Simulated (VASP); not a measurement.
# BaTiO3 (P4mm) in VASP: a series of runs

Runs on BaTiO3. Level: r2SCAN. Tasks: single point.

Program: VASP 6.6.1. These are calculated values, not measurements. Logs are shortened: lines on timing, memory, paths and dates and some standing lists are left out, and cuts for length are marked.

## 1. The cell of the first run

Symmetry: P4mm, No. 99, tetragonal system. The conventional cell has a = 3.932 Å, b = 3.932 Å, c = 4.072 Å, α = 90.00°, β = 90.00°, γ = 90.00°. Ba (site symmetry 4mm) has 12 O at 2.78 to 2.89 Å and 8 Ti at 3.41 to 3.49 Å within 3.7 Å. Ti (site symmetry 4mm) has 6 O at 1.84 to 2.24 Å within 2.4 Å. Within 2.6 Å of O (site symmetry 2mm) lie 2 Ti at 1.97 Å. Within 2.4 Å of O (site symmetry 4mm) lie 2 Ti at 1.84 to 2.24 Å.

## 2. Single point, r2SCAN (strain -1.0%)

Input file POSCAR:

```
BaTiO3
1.0
    3.9323202718      0.0000000000      0.0000000000
    0.0000000000      3.9323202718      0.0000000000
    0.0000000000      0.0000000000      4.0718560630
Ba Ti O
1 1 3
Direct
    0.5000000000      0.5000000000      0.5825269777
    0.0000000000      0.0000000000      0.0996991037
    0.0000000000      0.5000000000      0.0635202394
    0.5000000000      0.0000000000      0.0635202394
    0.0000000000      0.0000000000      0.5507304299
```

Input file INCAR.step1:

```
SYSTEM = BaTiO3
ALGO     = Normal         ! electronic algorithm
EDIFF    = 1E-4           ! SCF threshold, eV
ENCUT    = 520            ! plane-wave cutoff, eV
GGA      = PE             ! functional
ISMEAR   = 0              ! smearing method
LASPH    = .True.         ! aspherical terms in the spheres
LCHARG   = .False.        ! write CHGCAR
LREAL    = .False.        ! projectors in reciprocal space
LWAVE    = .True.         ! write WAVECAR
NBANDS   = 28             ! bands
NELM     = 60             ! most SCF steps
PREC     = Accurate       ! precision mode
SIGMA    = 0.01           ! smearing width, eV
```

Input file INCAR.step2:

```
SYSTEM = BaTiO3
ALGO     = Normal         ! electronic algorithm
EDIFF    = 1E-7           ! SCF threshold, eV
ENCUT    = 520            ! plane-wave cutoff, eV
ISIF     = 2              ! what is computed and relaxed
ISMEAR   = 0              ! smearing method
ISTART   = 1            
LASPH    = .True.         ! aspherical terms in the spheres
LCHARG   = .False.        ! write CHGCAR
LMIXTAU  = .True.       
LREAL    = .False.        ! projectors in reciprocal space
LWAVE    = .False.        ! write WAVECAR
METAGGA  = R2SCAN         ! meta-GGA
NBANDS   = 28             ! bands
NELM     = 60             ! most SCF steps
PREC     = Accurate       ! precision mode
SIGMA    = 0.01           ! smearing width, eV
```

Input file KPOINTS:

```
k-points
0
Gamma
  6 6 6
  0 0 0
```

Potentials or basis: VASP PAW PBE potentials, release 64 (Ba_sv, Ti_sv, O).

On the command line:

```sh
$ cat potpaw_PBE.64/Ba_sv/POTCAR potpaw_PBE.64/Ti_sv/POTCAR potpaw_PBE.64/O/POTCAR > POTCAR
$ cp INCAR.step1 INCAR
$ mpirun -np 1 vasp_std > vasp.out
$ cp INCAR.step2 INCAR
$ mpirun -np 1 vasp_std > vasp.out
```

OUTCAR:

```text
SYSTEM = BaTiO3
   EDIFF = 1E-7
   ENCUT = 520
   ISIF = 2
   ISMEAR = 0
   ISTART = 1
   LASPH = .True.
   LREAL = .False.
   METAGGA = R2SCAN
   NELM = 60
   PREC = Accurate

 ion  position               nearest neighbor table
   1  0.500  0.500  0.583-   3 2.78   4 2.78   4 2.78   3 2.78   5 2.78   5 2.78   5 2.78   5 2.78
                             3 2.89   4 2.89   3 2.89   4 2.89   2 3.41   2 3.41   2 3.41   2 3.41
   2  0.000  0.000  0.100-   5 1.84   4 1.97   3 1.97   3 1.97   4 1.97   5 2.24   1 3.41   1 3.41
                             1 3.41   1 3.41   1 3.49   1 3.49   1 3.49   1 3.49
   3  0.000  0.500  0.064-   2 1.97   2 1.97   1 2.78   1 2.78   1 2.89   1 2.89
   4  0.500  0.000  0.064-   2 1.97   2 1.97   1 2.78   1 2.78   1 2.89   1 2.89
   5  0.000  0.000  0.551-   2 1.84   2 2.24   1 2.78   1 2.78   1 2.78   1 2.78

  LATTYP: Found a simple tetragonal cell.
 ALAT       =     3.9323202718
 C/A-ratio  =     1.0354843404

  Lattice vectors:

 A1 = (   3.9323202718,   0.0000000000,   0.0000000000)
 A2 = (   0.0000000000,   3.9323202718,   0.0000000000)
 A3 = (   0.0000000000,   0.0000000000,   4.0718560630)

Analysis of symmetry for initial positions (statically):
=====================================================================
 Subroutine PRICEL returns:
 Original cell was already a primitive cell.

 Routine SETGRP: Setting up the symmetry group for a
 simple tetragonal supercell.

 Subroutine GETGRP returns: Found  8 space group operations
 (whereof  8 operations were pure point group operations)
 out of a pool of 16 trial point group operations.

The static configuration has the point symmetry C_4v.

Analysis of symmetry for dynamics (positions and initial velocities):
=====================================================================
 Subroutine PRICEL returns:
 Original cell was already a primitive cell.

 Routine SETGRP: Setting up the symmetry group for a
 simple tetragonal supercell.

 Subroutine GETGRP returns: Found  8 space group operations
 (whereof  8 operations were pure point group operations)
 out of a pool of 16 trial point group operations.

The dynamic configuration has the point symmetry C_4v.

 Subroutine INISYM returns: Found  8 space group operations
 (whereof  8 operations are pure point group operations),
 and found     1 'primitive' translations

----------------------------------------------------------------------------------------

                                     Primitive cell

  volume of cell :      62.9637

  direct lattice vectors                    reciprocal lattice vectors
     3.932320272  0.000000000  0.000000000     0.254302786  0.000000000  0.000000000
     0.000000000  3.932320272  0.000000000     0.000000000  0.254302786  0.000000000
     0.000000000  0.000000000  4.071856063     0.000000000  0.000000000  0.245588249

  length of vectors
     3.932320272  3.932320272  4.071856063     0.254302786  0.254302786  0.245588249

  position of ions in fractional coordinates (direct lattice)
     0.500000000  0.500000000  0.582526978
     0.000000000  0.000000000  0.099699104
     0.000000000  0.500000000  0.063520239
     0.500000000  0.000000000  0.063520239
     0.000000000  0.000000000  0.550730430

  ion indices of the primitive-cell ions
   primitive index   ion index
                 1           1
                 2           2
                 3           3
                 4           4
                 5           5

----------------------------------------------------------------------------------------

 KPOINTS: k-points

Automatic generation of k-mesh.
 Grid dimensions read from file:
 generate k-points for:    6    6    6

 Generating k-lattice:

  Cartesian coordinates                     Fractional coordinates (reciprocal lattice)
     0.042383798  0.000000000  0.000000000     0.166666667  0.000000000  0.000000000
     0.000000000  0.042383798  0.000000000     0.000000000  0.166666667  0.000000000
     0.000000000  0.000000000  0.040931375     0.000000000  0.000000000  0.166666667

[... 48 lines left out ...]

 Free energy of the ion-electron system (eV)
  ---------------------------------------------------
  ext. energy  EPLUGINS =         0.00000000
  ---------------------------------------------------
  free energy    TOTEN  =       -74.21006209 eV

  energy without entropy =      -74.21006209  energy(sigma->0) =      -74.21006209

 E-fermi :   3.9232     XC(G=0): -12.0093

 val. band max:        3.8102135564   @ k =   0.5000   0.5000   0.5000
 cond. band min:       6.0640238116   @ k =   0.0000   0.0000   0.0000
 fundamental gap:      2.2538102552
 Fermi energy:         3.9231986839

 k-point     1 :       0.0000    0.0000    0.0000
  band No.  band energies     occupation
      1     -54.8974      2.00000
      2     -30.1528      2.00000
      3     -30.0721      2.00000
      4     -30.0721      2.00000
      5     -21.7962      2.00000
      6     -14.2267      2.00000
[... 20 lines left out ...]
     27       9.4928      0.00000
     28      12.1432      0.00000

 k-point     2 :       0.1667    0.0000    0.0000
  band No.  band energies     occupation
      1     -54.8970      2.00000
      2     -30.1521      2.00000
      3     -30.0906      2.00000
      4     -30.0714      2.00000
      5     -21.7585      2.00000
      6     -14.2479      2.00000
[... 20 lines left out ...]
     27      10.0379      0.00000
     28      12.8049      0.00000

 k-point     3 :       0.3333    0.0000    0.0000
  band No.  band energies     occupation
      1     -54.8963      2.00000
      2     -30.1508      2.00000
      3     -30.1275      2.00000
      4     -30.0701      2.00000
      5     -21.6810      2.00000
      6     -14.3938      2.00000
[... 20 lines left out ...]
     27      11.2757      0.00000
     28      12.6876      0.00000

 k-point     4 :       0.5000    0.0000    0.0000
  band No.  band energies     occupation
      1     -54.8959      2.00000
      2     -30.1500      2.00000
      3     -30.1458      2.00000
      4     -30.0695      2.00000
      5     -21.6412      2.00000
      6     -14.4902      2.00000
[... 578 lines left out ...]
     27      11.6755      0.00000
     28      13.2301      0.00000

 k-point    23 :       0.3333    0.0000    0.3333
  band No.  band energies     occupation
      1     -54.8956      2.00000
      2     -30.1868      2.00000
      3     -30.1253      2.00000
      4     -30.0689      2.00000
      5     -21.6188      2.00000
      6     -14.1375      2.00000
[... 20 lines left out ...]
     27      12.8014      0.00000
     28      13.1320      0.00000

 k-point    24 :       0.5000    0.0000    0.3333
  band No.  band energies     occupation
      1     -54.8952      2.00000
      2     -30.1858      2.00000
      3     -30.1433      2.00000
      4     -30.0682      2.00000
      5     -21.5892      2.00000
      6     -14.1049      2.00000
[... 20 lines left out ...]
     27      12.5986      0.00000
     28      13.9028      0.00000

 [... further k-points ...]
[... 5 lines left out ...]
  --------------------------------------------------------------------------------------
  -------------------------------------------------------------------------------------
  Total        2.9613035      2.9613035      2.1431105      0.0000000     -0.0000000      0.0000000
  in kB       75.3534804     75.3534804     54.5337003      0.0000000     -0.0000000      0.0000000
  external PRESSURE =      68.4135537 kB  Pullay stress =       0.0000000 kB

 VOLUME and BASIS-vectors are now :
 -----------------------------------------------------------------------------
  energy-cutoff  :      520.00
  volume of cell :       62.96
      direct lattice vectors                 reciprocal lattice vectors
     3.932320272  0.000000000  0.000000000     0.254302786  0.000000000  0.000000000
     0.000000000  3.932320272  0.000000000     0.000000000  0.254302786  0.000000000
     0.000000000  0.000000000  4.071856063     0.000000000  0.000000000  0.245588249

 POSITION                                       TOTAL-FORCE (eV/Angst)
 -----------------------------------------------------------------------------------
      1.96616      1.96616      2.37197         0.000000     -0.000000     -0.026461
      0.00000      0.00000      0.40596         0.000000     -0.000000     -0.146926
      0.00000      1.96616      0.25865         0.000000      0.000000      0.018453
      1.96616      0.00000      0.25865        -0.000000      0.000000      0.018453
      0.00000      0.00000      2.24250         0.000000      0.000000      0.136480
 -----------------------------------------------------------------------------------
    total drift:                                0.000000     -0.000000     -0.009707

  FREE ENERGIE OF THE ION-ELECTRON SYSTEM (eV)
  ---------------------------------------------------
  free  energy   TOTEN  =       -74.2100620915 eV

  energy  without entropy=      -74.2100620915  energy(sigma->0) =      -74.21006209
```

Run time: 8.2 min. Hardware: 1 thread of Intel Xeon Platinum 8375C at 2.90GHz (Ice Lake), shared host; peak memory 0.22 GiB.

Results:

| Quantity | Value |
| --- | --- |
| Free energy | -74.2101 eV |
| Pressure | 6.8 GPa |
| Largest force | 0.147 eV/Å |
| Band gap on the k mesh | 2.25 eV (least direct gap 2.71 eV) |

Forces in eV/Å, atoms in the order of the input:
```
Ba   0.000  0.000 -0.026
Ti   0.000  0.000 -0.147
O    0.000  0.000  0.018
O    0.000  0.000  0.018
O    0.000  0.000  0.136
```

Caveat: the cell differs from its parent crystal (strain -1.0%); the cell stands under pressure; the PAW data sets were made with another functional, which shifts forces and pressure a little; spin-orbit coupling is left out, which moves the levels of the heavy elements. A k mesh can miss the band edges.

## 3. Single point, r2SCAN

This run uses another cell than the first one, of 12.98 Å³/atom.

Input file POSCAR:

```
BaTiO3
1.0
    3.9720406786      0.0000000000      0.0000000000
    0.0000000000      3.9720406786      0.0000000000
    0.0000000000      0.0000000000      4.1129859223
Ba Ti O
1 1 3
Direct
    0.5000000000      0.5000000000      0.5850376240
    0.0000000000      0.0000000000      0.1031585467
    0.0000000000      0.5000000000      0.0629149697
    0.5000000000      0.0000000000      0.0629149697
    0.0000000000      0.0000000000      0.5459708799
```

Input file INCAR.step1:

```
SYSTEM = BaTiO3
PREC     = Accurate       ! precision mode
ENCUT    = 520            ! plane-wave cutoff, eV
ISMEAR   = 0              ! smearing method
SIGMA    = 0.01           ! smearing width, eV
LREAL    = .FALSE.        ! projectors in reciprocal space
LASPH    = .TRUE.         ! aspherical terms in the spheres
NELM     = 60             ! most SCF steps
NBANDS   = 28             ! bands
GGA      = PE             ! functional
ALGO     = Normal         ! electronic algorithm
EDIFF    = 1E-4           ! SCF threshold, eV
LWAVE    = .TRUE.         ! write WAVECAR
LCHARG   = .FALSE.        ! write CHGCAR
```

Input file INCAR.step2:

```
SYSTEM = BaTiO3
PREC     = Accurate       ! precision mode
ENCUT    = 520            ! plane-wave cutoff, eV
EDIFF    = 1E-6           ! SCF threshold, eV
ISMEAR   = 0              ! smearing method
SIGMA    = 0.01           ! smearing width, eV
LREAL    = .FALSE.        ! projectors in reciprocal space
LASPH    = .TRUE.         ! aspherical terms in the spheres
NELM     = 60             ! most SCF steps
ALGO     = Normal         ! electronic algorithm
ISIF     = 2              ! what is computed and relaxed
LWAVE    = .FALSE.        ! write WAVECAR
LCHARG   = .FALSE.        ! write CHGCAR
METAGGA  = R2SCAN         ! meta-GGA
LMIXTAU  = .TRUE.       
NBANDS   = 28             ! bands
ISTART   = 1
```

Input file KPOINTS:

```
regular mesh
0
G
  6 6 6
  0 0 0
```

Potentials or basis: VASP PAW PBE potentials, release 64 (Ba_sv, Ti_sv, O).

On the command line:

```sh
$ cat potpaw_PBE.64/Ba_sv/POTCAR potpaw_PBE.64/Ti_sv/POTCAR potpaw_PBE.64/O/POTCAR > POTCAR
$ cp INCAR.step1 INCAR
$ mpirun -np 1 vasp_std > vasp.out
$ cp INCAR.step2 INCAR
$ mpirun -np 1 vasp_std > vasp.out
```

Run time: 6.4 min. Hardware: 1 thread of Intel Xeon Platinum 8375C at 2.90GHz (Ice Lake), shared host; peak memory 0.23 GiB.

The run converged. Its results:

| Item | Value |
| --- | --- |
| Free energy | -74.2593 eV |
| Pressure | 1.9 GPa |
| Largest force | 0.167 eV/Å |
| Band gap on the k mesh | 2.21 eV (least direct gap 2.71 eV) |

Forces on the atoms (eV/Å):
```
Ba   0.000  0.000 -0.030
Ti   0.000  0.000 -0.167
O    0.000  0.000  0.018
O    0.000  0.000  0.018
O    0.000  0.000  0.161
```

Stress tensor (GPa, compression positive):
```
1.89 0.00 0.00
0.00 1.89 0.00
0.00 0.00 2.05
```

Levels at points of the mesh, in eV from the valence-band top:
| k point | band 17 | band 18 | band 19 | band 20 | band 21 | band 22 | band 23 | band 24 |
| --- | --- | --- | --- | --- | --- | --- | --- | --- |
| (0.00, 0.00, 0.00) | -1.32 | -0.73 | -0.50 | -0.50 | 2.21 | 2.69 | 2.69 | 4.38 |
| (0.50, 0.00, 0.00) | -1.95 | -1.72 | -1.41 | -1.22 | 2.79 | 3.90 | 3.98 | 4.46 |
| (0.50, 0.50, 0.00) | -2.02 | -1.13 | -1.13 | -0.07 | 4.01 | 4.01 | 4.39 | 4.77 |
| (0.00, 0.00, 0.50) | -2.05 | -2.03 | -0.76 | -0.76 | 2.35 | 3.90 | 3.90 | 4.37 |
| (0.50, 0.00, 0.50) | -1.87 | -1.10 | -1.04 | -0.42 | 3.92 | 3.94 | 4.25 | 5.25 |
| (0.50, 0.50, 0.50) | -2.60 | -0.34 | -0.34 | 0.00 | 4.50 | 4.50 | 4.59 | 6.83 |

Caveat: the PAW data sets were made with another functional, which shifts forces and pressure a little; spin-orbit coupling is left out, which moves the levels of the heavy elements. A k mesh can miss the band edges.

## 4. Single point, r2SCAN (strain +1.0%)

Input file POSCAR:

```
BaTiO3
1.0
    4.0117610854      0.0000000000      0.0000000000
    0.0000000000      4.0117610854      0.0000000000
    0.0000000000      0.0000000000      4.1541157815
Ba Ti O
1 1 3
Direct
    0.5000000000      0.5000000000      0.5876883284
    0.0000000000      0.0000000000      0.1061577726
    0.0000000000      0.5000000000      0.0624234666
    0.5000000000      0.0000000000      0.0624234666
    0.0000000000      0.0000000000      0.5413039557
```

Input file INCAR.step1:

```
SYSTEM = BaTiO3
  ALGO = Normal
  EDIFF = 1E-4
  ENCUT = 520
  GGA = PE
  ISMEAR = 0
  LASPH = .TRUE.
  LCHARG = .FALSE.
  LREAL = .FALSE.
  LWAVE = .TRUE.
  NBANDS = 28
  NELM = 60
  PREC = Accurate
  SIGMA = 0.01
```

Input file INCAR.step2:

```
SYSTEM = BaTiO3
  ALGO = Normal
  EDIFF = 1E-6
  ENCUT = 520
  ISIF = 2
  ISMEAR = 0
  ISTART = 1
  LASPH = .TRUE.
  LCHARG = .FALSE.
  LMIXTAU = .TRUE.
  LREAL = .FALSE.
  LWAVE = .FALSE.
  METAGGA = R2SCAN
  NBANDS = 28
  NELM = 60
  PREC = Accurate
  SIGMA = 0.01
```

Input file KPOINTS:

```
k-points
0
G
  6 6 6
  0 0 0
```

On the command line:

```sh
$ cat potpaw_PBE.64/Ba_sv/POTCAR potpaw_PBE.64/Ti_sv/POTCAR potpaw_PBE.64/O/POTCAR > POTCAR
$ cp INCAR.step1 INCAR
$ mpirun -np 1 vasp_std > vasp.out
$ cp INCAR.step2 INCAR
$ mpirun -np 1 vasp_std > vasp.out
```

It took 4.7 min on 1 thread of Intel Xeon Platinum 8375C at 2.90GHz (Ice Lake), shared host; peak memory 0.23 GiB.

It converged, with:

* Free energy: -74.2534 eV
* Pressure: -2.2 GPa
* Largest force: 0.190 eV/Å
* Band gap on the k mesh: 2.17 eV (least direct gap 2.70 eV)

Forces in eV/Å, atoms in the order of the input:
```
Ba   0.000  0.000 -0.029
Ti   0.000  0.000 -0.190
O    0.000  0.000  0.019
O    0.000  0.000  0.019
O    0.000  0.000  0.182
```

Stress tensor (GPa, compression positive):
```
-2.94  0.00  0.00
 0.00 -2.94  0.00
 0.00  0.00 -0.78
```

Levels at points of the mesh, in eV from the valence-band top:
```csv
k point,band 18,band 19,band 20,band 21,band 22,band 23
"(0.00, 0.00, 0.00)",-0.85,-0.53,-0.53,2.17,2.74,2.74
"(0.50, 0.00, 0.00)",-1.66,-1.51,-1.31,2.81,3.76,3.86
"(0.50, 0.50, 0.00)",-1.21,-1.21,-0.07,3.90,3.90,4.24
"(0.00, 0.00, 0.50)",-1.97,-0.76,-0.76,2.29,3.84,3.84
"(0.50, 0.00, 0.50)",-1.12,-1.05,-0.46,3.80,3.85,4.13
"(0.50, 0.50, 0.50)",-0.39,-0.39,0.00,4.36,4.36,4.41
```

Caveat: the cell differs from its parent crystal (strain +1.0%); the PAW data sets were made with another functional, which shifts forces and pressure a little; spin-orbit coupling is left out, which moves the levels of the heavy elements. A k mesh can miss the band edges.

## 5. The runs side by side

| cell | gap on the mesh (eV) | pressure (GPa) | largest force (eV/Å) |
| --- | --- | --- | --- |
| a = 3.932, b = 3.932, c = 4.072 Å, 5 atoms, atomic positions A | 2.25 | 6.8 | 0.15 |
| a = 3.972, b = 3.972, c = 4.113 Å, 5 atoms, atomic positions B | 2.21 | 1.9 | 0.17 |
| a = 4.012, b = 4.012, c = 4.154 Å, 5 atoms, atomic positions C | 2.17 | -2.2 | 0.19 |

Alike in all rows: task single point; level r2SCAN; potentials or basis VASP PAW PBE potentials, release 64 (Ba_sv, Ti_sv, O); no spin polarisation; k mesh 6 × 6 × 6; cutoff (eV) 520; smearing gaussian 0.01 eV.

Caveats: the PAW data sets were made with another functional, which shifts forces and pressure a little; spin-orbit coupling is left out, which moves the levels of the heavy elements; the cell stands under pressure (at least some runs).

Absolute energies hang on the potentials; compare differences alone.
